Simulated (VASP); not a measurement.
# AgI (F-43m) in VASP: further runs

AgI is run at these levels: HSE06, PBEsol, r2SCAN; tasks: single point.

Program: VASP 6.6.1. These are calculated values, not measurements. Logs are shortened: lines on timing, memory, paths and dates and some standing lists are left out, and cuts for length are marked.

### Step 1. The cell of the first run

It takes space group F-43m (No. 216, cubic). The conventional cell has a = 6.451 Å, b = 6.451 Å, c = 6.451 Å, α = 90.00°, β = 90.00°, γ = 90.00°. Within 3.7 Å of Ag (site symmetry -43m) lie 4 I at 2.79 Å. Within 3.7 Å of I (site symmetry -43m) lie 4 Ag at 2.79 Å.

### Step 2. Single point, HSE06

POSCAR reads:

```
AgI
1.0
    0.0000000000      3.2253840000      3.2253840000
    3.2253840000      0.0000000000      3.2253840000
    3.2253840000      3.2253840000      0.0000000000
Ag I
1 1
Direct
    0.0000000000      0.0000000000      0.0000000000
    0.2500000000      0.2500000000      0.2500000000
```

INCAR.step1 reads:

```
PREC = Accurate ; ENCUT = 400
EDIFF = 1E-5 ; ISMEAR = -1
SIGMA = 0.05 ; LREAL = False
LASPH = True ; NELM = 120
ALGO = Normal ; ISIF = 2
LWAVE = True ; LCHARG = False
GGA = PE ; NBANDS = 16
GGA_COMPAT = False ; KPAR = 4
```

INCAR.step2 reads:

```
PREC = Accurate ; ENCUT = 400
EDIFF = 1E-6 ; ISMEAR = -1
SIGMA = 0.05 ; LREAL = False
LASPH = True ; NELM = 120
ALGO = Normal ; ISIF = 2
LWAVE = False ; LCHARG = False
GGA = PE ; LHFCALC = True
HFSCREEN = 0.2079 ; PRECFOCK = Normal
ISTART = 1 ; NBANDS = 16
GGA_COMPAT = False ; KPAR = 4
```

KPOINTS reads:

```
regular mesh
0
Gamma
  7 7 7
```

Potentials or basis: VASP PAW PBE potentials, release 64 (Ag, I).

Launch:

```console
> cat potpaw_PBE.64/Ag/POTCAR potpaw_PBE.64/I/POTCAR > POTCAR
> cp INCAR.step1 INCAR
> mpirun -np 4 vasp_std > vasp.out
> cp INCAR.step2 INCAR
> mpirun -np 4 vasp_std > vasp.out
```

OUTCAR:

```text
PREC = Accurate
   ENCUT = 400
   EDIFF = 1E-6
   ISMEAR = -1
   LREAL = False
   LASPH = True
   NELM = 120
   ISIF = 2
   GGA = PE
   LHFCALC = True
   HFSCREEN = 0.2079
   PRECFOCK = Normal
   ISTART = 1

 ion  position               nearest neighbor table
   1  0.000  0.000  0.000-   2 2.79   2 2.79   2 2.79   2 2.79
   2  0.250  0.250  0.250-   1 2.79   1 2.79   1 2.79   1 2.79

  LATTYP: Found a face centered cubic cell.
 ALAT       =     6.4507680000

  Lattice vectors:

 A1 = (   0.0000000000,   3.2253840000,   3.2253840000)
 A2 = (   3.2253840000,   0.0000000000,   3.2253840000)
 A3 = (   3.2253840000,   3.2253840000,   0.0000000000)

Analysis of symmetry for initial positions (statically):
=====================================================================
 Subroutine PRICEL returns:
 Original cell was already a primitive cell.

 Routine SETGRP: Setting up the symmetry group for a
 face centered cubic supercell.

 Subroutine GETGRP returns: Found 24 space group operations
 (whereof 24 operations were pure point group operations)
 out of a pool of 48 trial point group operations.

The static configuration has the point symmetry T_d .

Analysis of symmetry for dynamics (positions and initial velocities):
=====================================================================
 Subroutine PRICEL returns:
 Original cell was already a primitive cell.

 Routine SETGRP: Setting up the symmetry group for a
 face centered cubic supercell.

 Subroutine GETGRP returns: Found 24 space group operations
 (whereof 24 operations were pure point group operations)
 out of a pool of 48 trial point group operations.

The dynamic configuration has the point symmetry T_d .

 Subroutine INISYM returns: Found 24 space group operations
 (whereof 24 operations are pure point group operations),
 and found     1 'primitive' translations

----------------------------------------------------------------------------------------

                                     Primitive cell

  volume of cell :      67.1080

  direct lattice vectors                    reciprocal lattice vectors
[... 84 lines left out ...]
   EDIFFG = 0.1E-04   stopping-criterion for IOM
   NSW    =      0    number of steps for IOM
   IBRION =     -1    ionic relax: 0-MD 1-quasi-New 2-CG
   NFREE  =      0    steps in history (QN), initial steepest desc. (CG)
   ISIF   =      2    stress and relaxation
   ISYM   =      3    0-nonsym 1-usesym 2-fastsym
   POTIM  = 0.5000    time-step for ionic-motion
   TEBEG  =    0.0;   TEEND  =   0.0 temperature during run
   PSTRESS=    0.0 pullay stress
   NELECT =      18.0000    total number of electrons
   NUPDOWN=      -1.0000    fix difference up-down
   EMIN   =  10.00;   EMAX   =-10.00  energy-range for DOS
   EFERMI =   0.00;   METHOD = LEGACY
   ISMEAR =    -1;   SIGMA  =   0.05  broadening in eV -4-tet -1-fermi 0-gaus
   EFERMI_NEDOS =   21; number of points for ismear=-14 and -15
   IALGO  =     38    algorithm
   IMIX   =      1    mixing-type and parameters
     AMIX     =   0.40;   BMIX     =  1.00
     AMIX_MAG =   1.60;   BMIX_MAG =  1.00
  volume/ion in A,a.u.               =      33.55       226.43
  Fermi-wavevector in a.u.,A,eV,Ry     =   1.055782  1.995139 15.166082  1.114676
  Thomas-Fermi vector in A             =   2.190993
   LORBIT       =      0    0 simple, 1 ext, 2 COOP (PROOUT), +10 PAW based schemes
   GGA     = PE    functional components
   LHFCALC =     T    Hartree Fock is set to
   PRECFOCK=normal    Normal, Fast or Accurate (Low or Medium for compatibility)
   ENCUT4O =  -1.0   cutoff for four orbital integrals eV
   NKREDX  =     1    reduce k-point grid by
   NKREDY  =     1    reduce k-point grid by
   NKREDZ  =     1    reduce k-point grid by
   AEXX    =    0.2500 exact exchange contribution
   HFSCREEN=    0.2079 screening length (either q_TF or 0.3 A-1)
   HFSCREENC=   0.2079 screening length for correlation (either q_TF or 0.3 A-1)
   ENCUTFOCK=  -1.0 apply spherical cutoff to Coloumb kernel
   IVDW    =     0    specifies the selected vdW correction
   LEPSILON=     F    determine dielectric tensor
   LRPA    =     F    only Hartree local field effects (RPA)
 non-spin polarized calculation
  energy-cutoff  :      400.00
  volume of cell :       67.11
 maximum number of plane-waves:      1243
 NGX is ok and might be reduce to    30
  NGX = 24; NGY = 24; NGZ = 24

 number of electron      18.0000001 magnetization

 Free energy of the ion-electron system (eV)
  ---------------------------------------------------
  ext. energy  EPLUGINS =         0.00000000
  ---------------------------------------------------
  free energy    TOTEN  =        -5.70018191 eV

  energy without entropy =       -5.70018191  energy(sigma->0) =       -5.70018191

 E-fermi :   3.6120     XC(G=0):  -7.0944

 val. band max:        2.6230667965   @ k =   0.0000   0.0000   0.0000
 cond. band min:       5.0846780102   @ k =   0.0000   0.0000   0.0000
 fundamental gap:      2.4616112137
 Fermi energy:         3.6119648161

 k-point     1 :       0.0000    0.0000    0.0000
  band No.  band energies     occupation
      1     -11.2121      2.00000
      2      -2.3249      2.00000
      3      -2.3249      2.00000
      4      -2.3249      2.00000
      5      -1.2036      2.00000
      6      -1.2036      2.00000
[... 357 lines left out ...]
      3      -1.8755      2.00000
      4      -1.5924      2.00000
      5      -1.2701      2.00000
      6      -0.9691      2.00000
[... 8 lines left out ...]
     15      14.6652      0.00000
     16      16.5358      0.00000

------------------------ aborting loop because EDIFF is reached ----------------------------------------

  FORCE on cell =-STRESS in cart. coord.  units (eV):
  Direction    XX          YY          ZZ          XY          YZ          ZX
  --------------------------------------------------------------------------------------
  -------------------------------------------------------------------------------------
  Total        0.9263872      0.9263872      0.9263872     -0.0000000     -0.0000000      0.0000000
  in kB       22.1171339     22.1171339     22.1171339     -0.0000000     -0.0000000      0.0000000
  external PRESSURE =      22.1171339 kB  Pullay stress =       0.0000000 kB

 VOLUME and BASIS-vectors are now :
 -----------------------------------------------------------------------------
  energy-cutoff  :      400.00
  volume of cell :       67.11
      direct lattice vectors                 reciprocal lattice vectors
     0.000000000  3.225384000  3.225384000    -0.155020301  0.155020301  0.155020301
     3.225384000  0.000000000  3.225384000     0.155020301 -0.155020301  0.155020301
     3.225384000  3.225384000  0.000000000     0.155020301  0.155020301 -0.155020301

 POSITION                                       TOTAL-FORCE (eV/Angst)
 -----------------------------------------------------------------------------------
      0.00000      0.00000      0.00000         0.000000      0.000000      0.000000
      1.61269      1.61269      1.61269        -0.000000     -0.000000     -0.000000
 -----------------------------------------------------------------------------------
    total drift:                               -0.000024     -0.000006     -0.000009

  FREE ENERGIE OF THE ION-ELECTRON SYSTEM (eV)
  ---------------------------------------------------
  free  energy   TOTEN  =        -5.7001819074 eV

  energy  without entropy=       -5.7001819073  energy(sigma->0) =       -5.70018191
```

OUTCAR.step1:

```text
PREC = Accurate
   ENCUT = 400
   EDIFF = 1E-5
   ISMEAR = -1
   LREAL = False
[... 595 lines left out ...]
      0.00000      0.00000      0.00000        -0.000000     -0.000000     -0.000000
      1.61269      1.61269      1.61269         0.000000      0.000000      0.000000
 -----------------------------------------------------------------------------------
    total drift:                               -0.000000     -0.000000     -0.000000

  FREE ENERGIE OF THE ION-ELECTRON SYSTEM (eV)
  ---------------------------------------------------
  free  energy   TOTEN  =        -4.7499229124 eV

  energy  without entropy=       -4.7499228868  energy(sigma->0) =       -4.74992290
```

Wall time 12 min (4 MPI ranks of Intel Xeon Platinum 8488C (Sapphire Rapids), shared host); peak memory 0.29 GiB.

What came out:

```yaml
Free_energy: -5.7002 eV
Pressure: 2.2 GPa
Band_gap_on_the_k_mesh: 2.46 eV, direct
```

Caveat: the PAW data sets were made with another functional, which shifts forces and pressure a little; spin-orbit coupling is left out, which moves the levels of the heavy elements.

### Step 3. Single point, PBEsol

INCAR reads:

```
PREC = Accurate
ENCUT = 500
EDIFF = 1E-6
ISMEAR = -1
SIGMA = 0.05
LREAL = False
LASPH = True
NELM = 120
ALGO = Normal
ISIF = 2
LWAVE = False
LCHARG = False
GGA = PS
NBANDS = 16
GGA_COMPAT = False
```

KPOINTS reads:

```
Automatic mesh
0
Gamma
  7 7 7
```

POSCAR is that of step 2.

Potentials or basis: VASP PAW PBE potentials, release 64 (Ag, I).

Launch:

```console
> cat potpaw_PBE.64/Ag/POTCAR potpaw_PBE.64/I/POTCAR > POTCAR
> mpirun -np 1 vasp_std > vasp.out
```

Run time: 33 s. Hardware: 1 thread of Intel Xeon 8259CL, shared host; peak memory 0.21 GiB.

It converged, with:

- Free energy: -5.4545 eV
- Pressure: 0.0 GPa
- Band gap on the k mesh: 1.20 eV, direct

Levels at points of the mesh, in eV from the valence-band top:
| k point | band 5 | band 6 | band 7 | band 8 | band 9 | band 10 | band 11 | band 12 | band 13 | band 14 |
| --- | --- | --- | --- | --- | --- | --- | --- | --- | --- | --- |
| (0.00, 0.00, 0.00) | -3.18 | -3.18 | 0.00 | 0.00 | 0.00 | 1.20 | 5.63 | 5.63 | 5.63 | 8.79 |

Caveat: the PAW data sets were made with another functional, which shifts forces and pressure a little; spin-orbit coupling is left out, which moves the levels of the heavy elements.

### Step 4. Single point, r2SCAN

POSCAR is that of step 3.

INCAR.step1 reads:

```
PREC = Accurate ; ENCUT = 550
ISMEAR = -1 ; SIGMA = 0.05
LREAL = False ; LASPH = True
NELM = 120 ; NBANDS = 16
GGA = PE ; ALGO = Normal
EDIFF = 1E-5 ; LWAVE = True
LCHARG = False ; GGA_COMPAT = False
```

INCAR.step2 reads:

```
PREC = Accurate ; ENCUT = 550
EDIFF = 1E-6 ; ISMEAR = -1
SIGMA = 0.05 ; LREAL = False
LASPH = True ; NELM = 120
ALGO = Normal ; ISIF = 2
LWAVE = False ; LCHARG = True
METAGGA = R2SCAN ; LMIXTAU = True
LELF = True ; LVHAR = True
NBANDS = 16 ; ISTART = 1
GGA_COMPAT = False
```

KPOINTS is that of step 3.

Launch:

```console
> cat potpaw_PBE.64/Ag/POTCAR potpaw_PBE.64/I/POTCAR > POTCAR
> cp INCAR.step1 INCAR
> mpirun -np 1 vasp_std > vasp.out
> cp INCAR.step2 INCAR
> mpirun -np 1 vasp_std > vasp.out
```

Wall time 3.4 min (1 thread of Intel Xeon 8259CL, shared host); peak memory 0.22 GiB.

Results (log left out):

* Free energy: -46.5045 eV
* Pressure: 1.8 GPa
* Band gap on the k mesh: 1.79 eV, direct

Levels at points of the mesh, in eV from the valence-band top:
| k point | band 6 | band 7 | band 8 | band 9 | band 10 | band 11 | band 12 | band 13 |
| --- | --- | --- | --- | --- | --- | --- | --- | --- |
| (0.00, 0.00, 0.00) | -3.19 | 0.00 | 0.00 | 0.00 | 1.79 | 6.19 | 6.19 | 6.19 |

Caveat: the PAW data sets were made with another functional, which shifts forces and pressure a little; spin-orbit coupling is left out, which moves the levels of the heavy elements. r2SCAN opens gaps a little over a GGA but as a rule still falls short of measured ones.

### Step 5. Summary

```tsv
level	cutoff (eV)	grid for exact exchange (PRECFOCK)	screening parameter	gap on the mesh (eV)	pressure (GPa)
HSE06	400	Normal	0.2079 1/Å	2.46	2.2
PBEsol	500	-	-	1.20	0.0
r2SCAN	550	-	-	1.79	1.8
```

Alike in all rows: task single point; potentials or basis VASP PAW PBE potentials, release 64 (Ag, I); no spin polarisation; cell as given; k mesh 7 × 7 × 7; smearing fermi-dirac 0.05 eV.

On the cell as given the gap runs from 1.20 eV (PBEsol) to 2.46 eV (HSE06). The pressure there spans 0.0 GPa (PBEsol) to 2.2 GPa (HSE06); a positive pressure means that this level wants a larger cell, a negative one a smaller.

Caveats: the PAW data sets were made with another functional, which shifts forces and pressure a little; spin-orbit coupling is left out, which moves the levels of the heavy elements.

Total energies depend on the potentials used, so only differences within one code and one set of settings carry meaning.
